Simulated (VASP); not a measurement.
# SiC in VASP: notebook

Runs on SiC. Level: PBEsol. Tasks: single point.

All numbers are computed with VASP 6.6.1; they aren't measurements. Logs are shortened: lines on timing, memory, paths and dates and some standing lists are left out, and cuts for length are marked.

**1. The cell of the first run**

The structure is cubic, space group F-43m (No. 216). The conventional cell has a = 4.335 Å, b = 4.335 Å, c = 4.335 Å, α = 90.00°, β = 90.00°, γ = 90.00°. Si (site symmetry -43m) has 4 C at 1.88 Å within 2.5 Å. C (site symmetry -43m) has 4 Si at 1.88 Å within 2.5 Å.

**2. Single point, PBEsol**

The input, INCAR:

```
  PREC = Accurate
  ENCUT = 520
  EDIFF = 1E-7
  ISMEAR = 0
  SIGMA = 0.01
  LREAL = F
  LASPH = T
  NELM = 60
  ALGO = Normal
  ISIF = 2
  LWAVE = F
  LCHARG = F
  GGA = PS
  NBANDS = 11
```

The input, KPOINTS:

```
regular mesh
0
Gamma
  10 10 10
```

The input, POSCAR:

```
SiC
1.0
    0.0000000000      2.1675198112      2.1675198112
    2.1675198112      0.0000000000      2.1675198112
    2.1675198112      2.1675198112      0.0000000000
Si C
1 1
Direct
    0.0000000000      0.0000000000      0.0000000000
    0.7500000000      0.7500000000      0.7500000000
```

Potentials or basis: VASP PAW PBE potentials, release 64 (Si, C).

Run with:

```sh
$ cat potpaw_PBE.64/Si/POTCAR potpaw_PBE.64/C/POTCAR > POTCAR
$ mpirun -np 1 vasp_std > vasp.out
```

OUTCAR:

```text
PREC = Accurate
   ENCUT = 520
   EDIFF = 1E-7
   ISMEAR = 0
   LREAL = F
   LASPH = T
   NELM = 60
   ISIF = 2
   GGA = PS

 ion  position               nearest neighbor table
   1  0.000  0.000  0.000-   2 1.88   2 1.88   2 1.88   2 1.88
   2  0.750  0.750  0.750-   1 1.88   1 1.88   1 1.88   1 1.88

  LATTYP: Found a face centered cubic cell.
 ALAT       =     4.3350396224

  Lattice vectors:

 A1 = (   0.0000000000,   2.1675198112,   2.1675198112)
 A2 = (   2.1675198112,   0.0000000000,   2.1675198112)
 A3 = (   2.1675198112,   2.1675198112,   0.0000000000)

Analysis of symmetry for initial positions (statically):
=====================================================================
 Subroutine PRICEL returns:
 Original cell was already a primitive cell.

 Routine SETGRP: Setting up the symmetry group for a
 face centered cubic supercell.

 Subroutine GETGRP returns: Found 24 space group operations
 (whereof 24 operations were pure point group operations)
 out of a pool of 48 trial point group operations.

The static configuration has the point symmetry T_d .

Analysis of symmetry for dynamics (positions and initial velocities):
=====================================================================
 Subroutine PRICEL returns:
 Original cell was already a primitive cell.

 Routine SETGRP: Setting up the symmetry group for a
 face centered cubic supercell.

 Subroutine GETGRP returns: Found 24 space group operations
 (whereof 24 operations were pure point group operations)
 out of a pool of 48 trial point group operations.

The dynamic configuration has the point symmetry T_d .

 Subroutine INISYM returns: Found 24 space group operations
 (whereof 24 operations are pure point group operations),
 and found     1 'primitive' translations

----------------------------------------------------------------------------------------

                                     Primitive cell

  volume of cell :      20.3666

  direct lattice vectors                    reciprocal lattice vectors
     0.000000000  2.167519811  2.167519811    -0.230678399  0.230678399  0.230678399
     2.167519811  0.000000000  2.167519811     0.230678399 -0.230678399  0.230678399
     2.167519811  2.167519811  0.000000000     0.230678399  0.230678399 -0.230678399

  length of vectors
     3.065335914  3.065335914  3.065335914     0.399546707  0.399546707  0.399546707

  position of ions in fractional coordinates (direct lattice)
     0.000000000  0.000000000  0.000000000
     0.750000000  0.750000000  0.750000000

  ion indices of the primitive-cell ions
   primitive index   ion index
                 1           1
                 2           2

----------------------------------------------------------------------------------------

 KPOINTS: regular mesh

Automatic generation of k-mesh.
 Grid dimensions read from file:
 generate k-points for:   10   10   10

 Generating k-lattice:

  Cartesian coordinates                     Fractional coordinates (reciprocal lattice)
    -0.023067840  0.023067840  0.023067840     0.100000000  0.000000000  0.000000000
     0.023067840 -0.023067840  0.023067840     0.000000000  0.100000000  0.000000000
     0.023067840  0.023067840 -0.023067840     0.000000000  0.000000000  0.100000000

  Length of vectors
     0.039954671  0.039954671  0.039954671

  Shift w.r.t. Gamma in fractional coordinates (k-lattice)
     0.000000000  0.000000000  0.000000000

 Subroutine IBZKPT returns following result:
 ===========================================

 Found     47 irreducible k-points:

 Following reciprocal coordinates:
            Coordinates               Weight
  0.000000  0.000000  0.000000      1.000000
  0.100000  0.000000  0.000000      8.000000
  0.200000  0.000000  0.000000      8.000000
  0.300000  0.000000  0.000000      8.000000
  0.400000  0.000000  0.000000      8.000000
  0.500000  0.000000  0.000000      4.000000
[... 16 lines left out ...]
  0.300000  0.300000  0.000000      6.000000
  0.400000  0.300000  0.000000     24.000000
 [... further k-points ...]
   k-points           NKPTS =     47   k-points in BZ     NKDIM =     47   number of bands    NBANDS=     11
   number of dos      NEDOS =    301   number of ions     NIONS =      2
   total plane-waves  NPLWV =  13824
   dimension x,y,z NGX =    24 NGY =   24 NGZ =   24
   dimension x,y,z NGXF=    48 NGYF=   48 NGZF=   48
   ions per type =               1   1
   NGX,Y,Z   is equivalent  to a cutoff of  13.02, 13.02, 13.02 a.u.
   NGXF,Y,Z  is equivalent  to a cutoff of  26.03, 26.03, 26.03 a.u.
 SYSTEM =  unknown system
   PREC   = accura    normal or accurate (medium, high low for compatibility)
   ISTART =      0    job   : 0-new  1-cont  2-samecut
   ICHARG =      2    charge: 1-file 2-atom 10-const
   ISPIN  =      1    spin polarized calculation?
   LNONCOLLINEAR =      F non collinear calculations
   LSORBIT =      F    spin-orbit coupling
   LASPH  =      T    aspherical Exc in radial PAW
   ENCUT  =  520.0 eV  38.22 Ry    6.18 a.u.   5.70  5.70  5.70*2*pi/ulx,y,z
   NELM   =     60;   NELMIN=  2; NELMDL= -5     # of ELM steps
   EDIFF  = 0.1E-06   stopping-criterion for ELM
   LREAL  =      F    real-space projection
   EDIFFG = 0.1E-05   stopping-criterion for IOM
   NSW    =      0    number of steps for IOM
   IBRION =     -1    ionic relax: 0-MD 1-quasi-New 2-CG
   NFREE  =      0    steps in history (QN), initial steepest desc. (CG)
   ISIF   =      2    stress and relaxation
   ISYM   =      2    0-nonsym 1-usesym 2-fastsym
   POTIM  = 0.5000    time-step for ionic-motion
   TEBEG  =    0.0;   TEEND  =   0.0 temperature during run
   PSTRESS=    0.0 pullay stress
   NELECT =       8.0000    total number of electrons
   NUPDOWN=      -1.0000    fix difference up-down
   EMIN   =  10.00;   EMAX   =-10.00  energy-range for DOS
   EFERMI =   0.00;   METHOD = LEGACY
   ISMEAR =     0;   SIGMA  =   0.01  broadening in eV -4-tet -1-fermi 0-gaus
   EFERMI_NEDOS =   21; number of points for ismear=-14 and -15
   IALGO  =     38    algorithm
   IMIX   =      4    mixing-type and parameters
     AMIX     =   0.40;   BMIX     =  1.00
     AMIX_MAG =   1.60;   BMIX_MAG =  1.00
  volume/ion in A,a.u.               =      10.18        68.72
  Fermi-wavevector in a.u.,A,eV,Ry     =   1.198943  2.265673 19.557879  1.437464
  Thomas-Fermi vector in A             =   2.334818
   LORBIT       =      0    0 simple, 1 ext, 2 COOP (PROOUT), +10 PAW based schemes
   GGA     = PS    functional components
   LHFCALC =     F    Hartree Fock is set to
   AEXX    =    0.0000 exact exchange contribution
   IVDW    =     0    specifies the selected vdW correction
   LEPSILON=     F    determine dielectric tensor
   LRPA    =     F    only Hartree local field effects (RPA)
 non-spin polarized calculation
 Gauss-broadening in eV      SIGMA  =   0.01
  energy-cutoff  :      520.00
  volume of cell :       20.37
 maximum number of plane-waves:       568
   NGX = 11   NGY = 11   NGZ = 11

 number of electron       8.0000000 magnetization

 Free energy of the ion-electron system (eV)
  ---------------------------------------------------
  ext. energy  EPLUGINS =         0.00000000
  ---------------------------------------------------
  free energy    TOTEN  =       -15.91091650 eV

  energy without entropy =      -15.91091650  energy(sigma->0) =      -15.91091650

 E-fermi :   8.3086     XC(G=0): -11.5732

 val. band max:        8.2355506807   @ k =   0.0000   0.0000   0.0000
 cond. band min:       9.4547899405   @ k =   0.5000   0.5000   0.0000
 fundamental gap:      1.2192392598
 Fermi energy:         8.3085991180

 k-point     1 :       0.0000    0.0000    0.0000
  band No.  band energies     occupation
      1      -7.3139      2.00000
      2       8.2356      2.00000
      3       8.2356      2.00000
      4       8.2356      2.00000
      5      14.6072      0.00000
      6      15.5879      0.00000
      7      15.5879      0.00000
      8      15.5879      0.00000
      9      22.7850      0.00000
     10      22.7850      0.00000
     11      24.7444      0.00000

 k-point     2 :       0.1000    0.0000    0.0000
  band No.  band energies     occupation
      1      -7.1153      2.00000
      2       7.2183      2.00000
      3       8.1004      2.00000
      4       8.1004      2.00000
      5      14.8332      0.00000
      6      15.8345      0.00000
      7      15.8345      0.00000
      8      15.8922      0.00000
      9      21.7959      0.00000
     10      21.7959      0.00000
     11      24.4448      0.00000

 k-point     3 :       0.2000    0.0000    0.0000
  band No.  band energies     occupation
      1      -6.5277      2.00000
      2       5.0729      2.00000
      3       7.7907      2.00000
      4       7.7907      2.00000
      5      14.5159      0.00000
      6      16.1878      0.00000
      7      16.1878      0.00000
      8      17.1019      0.00000
      9      21.1181      0.00000
     10      21.1181      0.00000
     11      23.5538      0.00000

 k-point     4 :       0.3000    0.0000    0.0000
  band No.  band energies     occupation
      1      -5.5854      2.00000
      2       2.7253      2.00000
      3       7.4724      2.00000
      4       7.4724      2.00000
      5      14.1076      0.00000
      6      16.0180      0.00000
      7      16.0180      0.00000
      8      18.0234      0.00000
      9      21.9708      0.00000
     10      21.9708      0.00000
     11      23.3272      0.00000

 k-point     5 :       0.4000    0.0000    0.0000
  band No.  band energies     occupation
      1      -4.4114      2.00000
      2       0.6288      2.00000
      3       7.2526      2.00000
      4       7.2526      2.00000
      5      13.8418      0.00000
      6      15.6151      0.00000
      7      15.6151      0.00000
      8      18.2530      0.00000
      9      23.9355      0.00000
     10      23.9355      0.00000
     11      23.9615      0.00000
[... 211 lines left out ...]
 k-point    21 :      -0.3000    0.2000    0.0000
  band No.  band energies     occupation
      1      -4.1840      2.00000
      2       1.7455      2.00000
      3       4.3594      2.00000
      4       7.0525      2.00000
      5      13.7827      0.00000
      6      16.5390      0.00000
      7      17.0055      0.00000
      8      18.6088      0.00000
      9      20.9766      0.00000
     10      23.7348      0.00000
     11      27.3493      0.00000

 k-point    22 :      -0.2000    0.2000    0.0000
  band No.  band energies     occupation
      1      -5.2697      2.00000
      2       3.3951      2.00000
      3       4.9525      2.00000
      4       7.5861      2.00000
      5      14.7919      0.00000
      6      16.3006      0.00000
      7      16.6451      0.00000
      8      17.4542      0.00000
      9      19.7328      0.00000
     10      23.6933      0.00000
     11      27.4590      0.00000

 k-point    23 :       0.3000    0.3000    0.0000
  band No.  band energies     occupation
      1      -5.0005      2.00000
      2       3.8740      2.00000
      3       5.8303      2.00000
      4       5.8303      2.00000
      5      11.3170      0.00000
      6      13.7915      0.00000
      7      19.8615      0.00000
      8      19.8615      0.00000
      9      20.7533      0.00000
     10      25.3971      0.00000
     11      30.0008      0.00000

 k-point    24 :       0.4000    0.3000    0.0000
  band No.  band energies     occupation
      1      -4.1121      2.00000
      2       2.6312      2.00000
      3       5.0198      2.00000
      4       5.5644      2.00000
      5      11.0037      0.00000
      6      13.8126      0.00000
      7      19.9599      0.00000
      8      20.2484      0.00000
      9      22.1013      0.00000
     10      26.3963      0.00000
     11      29.6479      0.00000

 [... further k-points ...]

------------------------ aborting loop because EDIFF is reached ----------------------------------------

  FORCE on cell =-STRESS in cart. coord.  units (eV):
  Direction    XX          YY          ZZ          XY          YZ          ZX
  --------------------------------------------------------------------------------------
  -------------------------------------------------------------------------------------
  Total        0.4824782      0.4824782      0.4824782      0.0000000      0.0000000     -0.0000000
  in kB       37.9550050     37.9550050     37.9550050      0.0000000      0.0000000     -0.0000000
  external PRESSURE =      37.9550050 kB  Pullay stress =       0.0000000 kB

 VOLUME and BASIS-vectors are now :
 -----------------------------------------------------------------------------
  energy-cutoff  :      520.00
  volume of cell :       20.37
      direct lattice vectors                 reciprocal lattice vectors
     0.000000000  2.167519811  2.167519811    -0.230678399  0.230678399  0.230678399
     2.167519811  0.000000000  2.167519811     0.230678399 -0.230678399  0.230678399
     2.167519811  2.167519811  0.000000000     0.230678399  0.230678399 -0.230678399

 POSITION                                       TOTAL-FORCE (eV/Angst)
 -----------------------------------------------------------------------------------
      0.00000      0.00000      0.00000        -0.000000      0.000000      0.000000
      3.25128      3.25128      3.25128         0.000000     -0.000000     -0.000000
 -----------------------------------------------------------------------------------
    total drift:                               -0.000000     -0.000000     -0.000000

  FREE ENERGIE OF THE ION-ELECTRON SYSTEM (eV)
  ---------------------------------------------------
  free  energy   TOTEN  =       -15.9109165024 eV

  energy  without entropy=      -15.9109165024  energy(sigma->0) =      -15.91091650
```

It took 5.1 s on 1 thread of Intel Xeon Platinum 8488C (Sapphire Rapids), shared host; peak memory 0.13 GiB.

What came out:

```yaml
Free_energy: -15.9109 eV
Pressure: 3.8 GPa
Band_gap_on_the_k_mesh: 1.22 eV, indirect (least direct gap 4.46 eV)
```

Caveat: the PAW data sets were made with another functional, which shifts forces and pressure a little.

(Part 1 of 2 ends here.)
